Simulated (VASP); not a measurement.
Ca, 1 atom in the cell. It takes space group I4/mmm (No. 139, tetragonal). The conventional cell has a = 4.063 Å, b = 4.063 Å, c = 5.286 Å, α = 90.00°, β = 90.00°, γ = 90.00°. Ca (site symmetry 4/mmm) has 12 Ca at 3.90 to 4.06 Å within 5.1 Å.  This cell differs from its parent crystal: ratio of the length along z to the lengths across it x 0.92, volume and fractional coordinates fixed.

| Quantity | Value |
| --- | --- |
| Program | VASP 6.6.1 |
| Task | single point |
| Functional | PBEsol |
| Potentials or basis | VASP PAW PBE potentials, release 64 (Ca_sv) |
| Cutoff | 520 eV |
| k mesh | 16 × 16 × 16 |
| Occupations | gaussian, width 0.15 eV |
| Spin | no spin polarisation |
| Dipole correction | no |
| Further INCAR settings | ALGO = Fast; EDIFF = 1e-07; NBANDS = 11 |

Potentials or basis: VASP PAW PBE potentials, release 64 (Ca_sv).

Launch:

```console
$ cat potpaw_PBE.64/Ca_sv/POTCAR > POTCAR
$ mpirun -np 1 vasp_std > vasp.out
```

Hardware: 1 thread of Intel(R) Xeon(R) 6975P-C (Granite Rapids) (shared host).

Question: How long does it take, and how much memory?

Answer: Wall time 97 s on 1 thread of Intel(R) Xeon(R) 6975P-C (Granite Rapids) (shared host), peak memory 0.29 GiB. Counts: scf iterations 15, k points 349.
